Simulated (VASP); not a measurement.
Wanted: the native input for a VASP 6.6.1 run.

```yaml
Task: single point
Functional: PBE
Potentials_or_basis: VASP PAW PBE potentials, release 64 (Sn_d, Se)
Cutoff: 520 eV
k_mesh: 12 × 12 × 4
Occupations: fermi-dirac, width 0.02 eV
Spin: no spin polarisation
Dipole_correction: no
Further_INCAR_settings: ALGO = Normal; EDIFF = 1e-06; NBANDS = 20
```

The structure of SnSe2 lies in POSCAR:

```
SnSe2
1.0
    3.7868978365      0.0000000000      0.0000000000
   -1.8934489183      3.2795497280      0.0000000000
    0.0000000000      0.0000000000      6.1648082737
Sn Se
1 2
Direct
    0.0000000000      0.0000000000      0.0000000000
    0.3333333333      0.6666666667      0.2571722281
    0.6666666667      0.3333333333      0.7428277719
```

This cell differs from its parent crystal: strain -1.0%.

One way to write it, as run:

INCAR

```
SYSTEM = SnSe2
PREC     = Accurate       ! precision mode
ENCUT    = 520            ! plane-wave cutoff, eV
EDIFF    = 1E-6           ! SCF threshold, eV
ISMEAR   = -1             ! smearing method
SIGMA    = 0.02           ! smearing width, eV
LREAL    = .False.        ! projectors in reciprocal space
LASPH    = .True.         ! aspherical terms in the spheres
NELM     = 60             ! most SCF steps
ALGO     = Normal         ! electronic algorithm
ISIF     = 2              ! what is computed and relaxed
LWAVE    = .False.        ! write WAVECAR
LCHARG   = .True.         ! write CHGCAR
GGA      = PE             ! functional
LELF     = .True.         ! ELF
LVHAR    = .True.       
NBANDS   = 20             ! bands
```

KPOINTS

```
regular mesh
0
Gamma
  12 12 4
  0 0 0
```

Potentials or basis: VASP PAW PBE potentials, release 64 (Sn_d, Se).

The run is started by

```sh
$ cat potpaw_PBE.64/Sn_d/POTCAR potpaw_PBE.64/Se/POTCAR > POTCAR
$ mpirun -np 1 vasp_std > vasp.out
```

Results of the run:

The pressure is 4.3 GPa. The largest force is 0.289 eV/Å. The band gap on the k mesh is 0.71 eV, indirect (least direct gap 1.20 eV).

Caveat: the cell differs from its parent crystal (strain -1.0%); spin-orbit coupling is left out, which moves the levels of the heavy elements; this functional lacks dispersion, which binds the layers, so the pressure and a relaxed spacing across them are unreliable.

Wall time 62 s on 1 thread of Intel(R) Xeon(R) Platinum 8488C (Sapphire Rapids) (shared host), peak memory 0.25 GiB.
